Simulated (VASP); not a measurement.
# ZnSe (F-43m) in VASP: relaxation of the atoms with PBE

Aim: the relaxation of the atoms of ZnSe with PBE.

All numbers are computed with VASP 6.6.1; they aren't measurements. Logs are shortened: lines on timing, memory, paths and dates and some standing lists are left out, and cuts for length are marked.

## 1. The cell of the first run

The structure is cubic, space group F-43m (No. 216). The conventional cell has a = 5.668 Å, b = 5.668 Å, c = 5.668 Å, α = 90.00°, β = 90.00°, γ = 90.00°. Within 3.2 Å of Zn (site symmetry -43m) lie 4 Se at 2.45 Å. Within 3.2 Å of Se (site symmetry -43m) lie 4 Zn at 2.45 Å.

## 2. Relaxation of the atoms, PBE

INCAR reads:

```
PREC = Accurate ; ENCUT = 520
EDIFF = 1E-7 ; ISMEAR = -1
SIGMA = 0.02 ; LREAL = F
LASPH = T ; NELM = 80
ALGO = Normal ; ISIF = 2
LWAVE = F ; LCHARG = F
GGA = PE ; IBRION = 2
NSW = 80 ; EDIFFG = -0.02
```

KPOINTS reads:

```
regular mesh
0
Gamma
  9 9 9
```

POSCAR reads:

```
ZnSe
1.0
    0.0000000000      2.8338000000      2.8338000000
    2.8338000000      0.0000000000      2.8338000000
    2.8338000000      2.8338000000      0.0000000000
Zn Se
1 1
Direct
    0.0000000000      0.0000000000      0.0000000000
    0.2500000000      0.2500000000      0.2500000000
```

Potentials or basis: VASP PAW PBE potentials, release 64 (Zn, Se).

Launch:

```console
cat potpaw_PBE.64/Zn/POTCAR potpaw_PBE.64/Se/POTCAR > POTCAR
mpirun -np 1 vasp_std > vasp.out
```

OUTCAR:

```text
PREC = Accurate
   ENCUT = 520
   EDIFF = 1E-7
   ISMEAR = -1
   LREAL = F
   LASPH = T
   NELM = 80
   ISIF = 2
   GGA = PE
   IBRION = 2
   NSW = 80
   EDIFFG = -0.02

 ion  position               nearest neighbor table
   1  0.000  0.000  0.000-   2 2.45   2 2.45   2 2.45   2 2.45
   2  0.250  0.250  0.250-   1 2.45   1 2.45   1 2.45   1 2.45

  LATTYP: Found a face centered cubic cell.
 ALAT       =     5.6676000000

  Lattice vectors:

 A1 = (   0.0000000000,   2.8338000000,   2.8338000000)
 A2 = (   2.8338000000,   0.0000000000,   2.8338000000)
 A3 = (   2.8338000000,   2.8338000000,   0.0000000000)

Analysis of symmetry for initial positions (statically):
=====================================================================
 Subroutine PRICEL returns:
 Original cell was already a primitive cell.

 Routine SETGRP: Setting up the symmetry group for a
 face centered cubic supercell.

 Subroutine GETGRP returns: Found 24 space group operations
 (whereof 24 operations were pure point group operations)
 out of a pool of 48 trial point group operations.

The static configuration has the point symmetry T_d .

Analysis of symmetry for dynamics (positions and initial velocities):
=====================================================================
 Subroutine PRICEL returns:
 Original cell was already a primitive cell.

 Routine SETGRP: Setting up the symmetry group for a
 face centered cubic supercell.

 Subroutine GETGRP returns: Found 24 space group operations
 (whereof 24 operations were pure point group operations)
 out of a pool of 48 trial point group operations.

The dynamic configuration has the point symmetry T_d .

 Subroutine INISYM returns: Found 24 space group operations
 (whereof 24 operations are pure point group operations),
 and found     1 'primitive' translations

----------------------------------------------------------------------------------------

                                     Primitive cell

  volume of cell :      45.5132

  direct lattice vectors                    reciprocal lattice vectors
     0.000000000  2.833800000  2.833800000    -0.176441527  0.176441527  0.176441527
     2.833800000  0.000000000  2.833800000     0.176441527 -0.176441527  0.176441527
     2.833800000  2.833800000  0.000000000     0.176441527  0.176441527 -0.176441527

  length of vectors
     4.007598393  4.007598393  4.007598393     0.305605690  0.305605690  0.305605690

  position of ions in fractional coordinates (direct lattice)
     0.000000000  0.000000000  0.000000000
     0.250000000  0.250000000  0.250000000

  ion indices of the primitive-cell ions
   primitive index   ion index
                 1           1
                 2           2

----------------------------------------------------------------------------------------

 KPOINTS: regular mesh

Automatic generation of k-mesh.
 Grid dimensions read from file:
 generate k-points for:    9    9    9

 Generating k-lattice:

  Cartesian coordinates                     Fractional coordinates (reciprocal lattice)
    -0.019604614  0.019604614  0.019604614     0.111111111  0.000000000  0.000000000
     0.019604614 -0.019604614  0.019604614     0.000000000  0.111111111  0.000000000
     0.019604614  0.019604614 -0.019604614     0.000000000  0.000000000  0.111111111

  Length of vectors
     0.033956188  0.033956188  0.033956188

  Shift w.r.t. Gamma in fractional coordinates (k-lattice)
     0.000000000  0.000000000  0.000000000

 Subroutine IBZKPT returns following result:
 ===========================================

 Found     35 irreducible k-points:

 Following reciprocal coordinates:
            Coordinates               Weight
  0.000000  0.000000  0.000000      1.000000
  0.111111  0.000000  0.000000      8.000000
  0.222222  0.000000  0.000000      8.000000
  0.333333  0.000000  0.000000      8.000000
  0.444444  0.000000  0.000000      8.000000
  0.111111  0.111111  0.000000      6.000000
[... 16 lines left out ...]
 -0.333333  0.333333  0.000000     12.000000
  0.444444  0.444444  0.000000      6.000000
 [... further k-points ...]
   k-points           NKPTS =     35   k-points in BZ     NKDIM =     35   number of bands    NBANDS=     13
   number of dos      NEDOS =    301   number of ions     NIONS =      2
   total plane-waves  NPLWV =  27000
   dimension x,y,z NGX =    30 NGY =   30 NGZ =   30
   dimension x,y,z NGXF=    60 NGYF=   60 NGZF=   60
   ions per type =               1   1
   NGX,Y,Z   is equivalent  to a cutoff of  12.44, 12.44, 12.44 a.u.
   NGXF,Y,Z  is equivalent  to a cutoff of  24.89, 24.89, 24.89 a.u.
 SYSTEM =  unknown system
   PREC   = accura    normal or accurate (medium, high low for compatibility)
   ISTART =      0    job   : 0-new  1-cont  2-samecut
   ICHARG =      2    charge: 1-file 2-atom 10-const
   ISPIN  =      1    spin polarized calculation?
   LNONCOLLINEAR =      F non collinear calculations
   LSORBIT =      F    spin-orbit coupling
   LASPH  =      T    aspherical Exc in radial PAW
   ENCUT  =  520.0 eV  38.22 Ry    6.18 a.u.   7.45  7.45  7.45*2*pi/ulx,y,z
   NELM   =     80;   NELMIN=  2; NELMDL= -5     # of ELM steps
   EDIFF  = 0.1E-06   stopping-criterion for ELM
   LREAL  =      F    real-space projection
   EDIFFG = -.2E-01   stopping-criterion for IOM
   NSW    =     80    number of steps for IOM
   IBRION =      2    ionic relax: 0-MD 1-quasi-New 2-CG
   NFREE  =      1    steps in history (QN), initial steepest desc. (CG)
   ISIF   =      2    stress and relaxation
   ISYM   =      2    0-nonsym 1-usesym 2-fastsym
   POTIM  = 0.5000    time-step for ionic-motion
   TEBEG  =    0.0;   TEEND  =   0.0 temperature during run
   PSTRESS=    0.0 pullay stress
   NELECT =      18.0000    total number of electrons
   NUPDOWN=      -1.0000    fix difference up-down
   EMIN   =  10.00;   EMAX   =-10.00  energy-range for DOS
   EFERMI =   0.00;   METHOD = LEGACY
   ISMEAR =    -1;   SIGMA  =   0.02  broadening in eV -4-tet -1-fermi 0-gaus
   EFERMI_NEDOS =   21; number of points for ismear=-14 and -15
   IALGO  =     38    algorithm
   IMIX   =      4    mixing-type and parameters
     AMIX     =   0.40;   BMIX     =  1.00
     AMIX_MAG =   1.60;   BMIX_MAG =  1.00
  volume/ion in A,a.u.               =      22.76       153.57
  Fermi-wavevector in a.u.,A,eV,Ry     =   1.201673  2.270834 19.647073  1.444019
  Thomas-Fermi vector in A             =   2.337476
   LORBIT       =      0    0 simple, 1 ext, 2 COOP (PROOUT), +10 PAW based schemes
   GGA     = PE    functional components
   LHFCALC =     F    Hartree Fock is set to
   AEXX    =    0.0000 exact exchange contribution
   IVDW    =     0    specifies the selected vdW correction
   LEPSILON=     F    determine dielectric tensor
   LRPA    =     F    only Hartree local field effects (RPA)
 conjugate gradient relaxation of ions
 non-spin polarized calculation
  energy-cutoff  :      520.00
  volume of cell :       45.51
 maximum number of plane-waves:      1243
 NGX is ok and might be reduce to    30
   NGX = 15   NGY = 15   NGZ = 15

 number of electron      18.0000012 magnetization

 Free energy of the ion-electron system (eV)
  ---------------------------------------------------
  ext. energy  EPLUGINS =         0.00000000
  ---------------------------------------------------
  free energy    TOTEN  =        -6.02058213 eV

  energy without entropy =       -6.02058213  energy(sigma->0) =       -6.02058213

 E-fermi :   2.0248     XC(G=0):  -9.3218

 val. band max:        1.6128012747   @ k =   0.0000   0.0000   0.0000
 cond. band min:       2.9032493422   @ k =   0.0000   0.0000   0.0000
 fundamental gap:      1.2904480675
 Fermi energy:         2.0247510038

 k-point     1 :       0.0000    0.0000    0.0000
  band No.  band energies     occupation
      1     -11.6464      2.00000
      2      -4.9329      2.00000
      3      -4.9329      2.00000
      4      -4.9329      2.00000
      5      -4.5631      2.00000
      6      -4.5631      2.00000
      7       1.6128      2.00000
      8       1.6128      2.00000
      9       1.6128      2.00000
     10       2.9032      0.00000
     11       7.4136      0.00000
     12       7.4136      0.00000
     13       7.4136      0.00000

 k-point     2 :       0.1111    0.0000    0.0000
  band No.  band energies     occupation
      1     -11.5663      2.00000
      2      -4.9279      2.00000
      3      -4.9202      2.00000
      4      -4.9202      2.00000
      5      -4.5643      2.00000
      6      -4.5643      2.00000
      7       0.4892      2.00000
      8       1.4904      2.00000
      9       1.4904      2.00000
     10       3.7720      0.00000
     11       7.3446      0.00000
     12       7.6202      0.00000
     13       7.6202      0.00000

 k-point     3 :       0.2222    0.0000    0.0000
  band No.  band energies     occupation
      1     -11.3512      2.00000
      2      -4.8912      2.00000
      3      -4.8902      2.00000
      4      -4.8902      2.00000
      5      -4.5641      2.00000
      6      -4.5641      2.00000
      7      -1.0639      2.00000
      8       1.2111      2.00000
      9       1.2111      2.00000
     10       4.3405      0.00000
     11       7.8931      0.00000
     12       7.9881      0.00000
     13       7.9881      0.00000
[... 305 lines left out ...]
 k-point    23 :      -0.3333    0.3333    0.0000
  band No.  band energies     occupation
      1     -10.6563      2.00000
      2      -4.8345      2.00000
      3      -4.7527      2.00000
      4      -4.6050      2.00000
      5      -4.5551      2.00000
      6      -4.3337      2.00000
      7      -3.0554      2.00000
      8      -1.5334      2.00000
      9       0.0896      2.00000
     10       5.4548      0.00000
     11       7.9493      0.00000
     12      10.0386      0.00000
     13      10.1227      0.00000

 k-point    24 :       0.4444    0.4444    0.0000
  band No.  band energies     occupation
      1     -10.6271      2.00000
      2      -4.9038      2.00000
      3      -4.6897      2.00000
      4      -4.6897      2.00000
      5      -4.5162      2.00000
      6      -4.4265      2.00000
      7      -3.0028      2.00000
      8      -0.5209      2.00000
      9      -0.5209      2.00000
     10       4.6451      0.00000
     11       5.1346      0.00000
     12      12.0420      0.00000
     13      12.5063      0.00000

 [... further k-points ...]

------------------------ aborting loop because EDIFF is reached ----------------------------------------

  FORCE on cell =-STRESS in cart. coord.  units (eV):
  Direction    XX          YY          ZZ          XY          YZ          ZX
  --------------------------------------------------------------------------------------
  -------------------------------------------------------------------------------------
  Total        0.6698245      0.6698245      0.6698245      0.0000000      0.0000000      0.0000000
  in kB       23.5794690     23.5794690     23.5794690      0.0000000      0.0000000      0.0000000
  external PRESSURE =      23.5794690 kB  Pullay stress =       0.0000000 kB

 VOLUME and BASIS-vectors are now :
 -----------------------------------------------------------------------------
  energy-cutoff  :      520.00
  volume of cell :       45.51
      direct lattice vectors                 reciprocal lattice vectors
     0.000000000  2.833800000  2.833800000    -0.176441527  0.176441527  0.176441527
     2.833800000  0.000000000  2.833800000     0.176441527 -0.176441527  0.176441527
     2.833800000  2.833800000  0.000000000     0.176441527  0.176441527 -0.176441527

 POSITION                                       TOTAL-FORCE (eV/Angst)
 -----------------------------------------------------------------------------------
      0.00000      0.00000      0.00000        -0.000000     -0.000000     -0.000000
      1.41690      1.41690      1.41690         0.000000      0.000000      0.000000
 -----------------------------------------------------------------------------------
    total drift:                               -0.000001     -0.000001     -0.000001

  FREE ENERGIE OF THE ION-ELECTRON SYSTEM (eV)
  ---------------------------------------------------
  free  energy   TOTEN  =        -6.0205821275 eV

  energy  without entropy=       -6.0205821275  energy(sigma->0) =       -6.02058213

 reached required accuracy - stopping structural energy minimisation
```

Wall time 14 s (1 thread of Intel Xeon Platinum 8559C (Emerald Rapids), shared host); peak memory 0.17 GiB.

Results:

```yaml
Free_energy: -6.0206 eV
Pressure_after_relaxing: 2.4 GPa
Band_gap_on_the_k_mesh: 1.29 eV
```

Final structure:
```
Zn Se
1.0
     0.00000    2.83380    2.83380
     2.83380    0.00000    2.83380
     2.83380    2.83380    0.00000
Zn Se
1 1
Direct
  0.00000 0.00000 0.00000
  0.25000 0.25000 0.25000
```

Caveat: the relaxation stopped at its first step, so nothing moved.
